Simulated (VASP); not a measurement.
A run of VASP 6.6.1 is set up as follows.

INCAR

```
  ALGO = Normal
  EDIFF = 1E-8
  ENCUT = 520
  GGA = PE
  ISIF = 2
  ISMEAR = -1
  LASPH = True
  LCHARG = False
  LEFG = True
  LREAL = False
  LWAVE = False
  NBANDS = 33
  NELM = 60
  PREC = Accurate
  SIGMA = 0.08
```

Contents of KPOINTS:

```
k-points
0
Gamma
  13 13 13
```

POSCAR

```
TiO2
1.0
   -1.8987874216      1.8987874216      4.7728041028
    1.8987874216     -1.8987874216      4.7728041028
    1.8987874216      1.8987874216     -4.7728041028
Ti O
2 4
Direct
    0.0000000000      0.0000000000      0.0000000000
    0.7500000000      0.2500000000      0.5000000000
    0.2066000000      0.2066000000      0.0000000000
    0.9566000000      0.4566000000      0.5000000000
    0.5434000000      0.0434000000      0.5000000000
    0.7934000000      0.7934000000      0.0000000000
```

Potentials or basis: VASP PAW PBE potentials, release 64 (Ti_sv, O).

The run is started by

```bash
$ cat potpaw_PBE.64/Ti_sv/POTCAR potpaw_PBE.64/O/POTCAR > POTCAR
$ mpirun -np 1 vasp_std > vasp.out
```

(1) Predict the pressure.

(2) Estimate the band gap on the k mesh.

(3) Predict the largest force.

Answers

(1) 4.4 GPa.

(2) 2.13 eV (least direct gap 2.43 eV).

(3) 0.294 eV/Å.

Caveat: the cell stands under pressure; without QUAD_EFG the Cq values of the log hold for a quadrupole moment of 1 mb, not for the nuclei; an odd mesh through Γ misses points on the zone boundary, where band edges can lie.
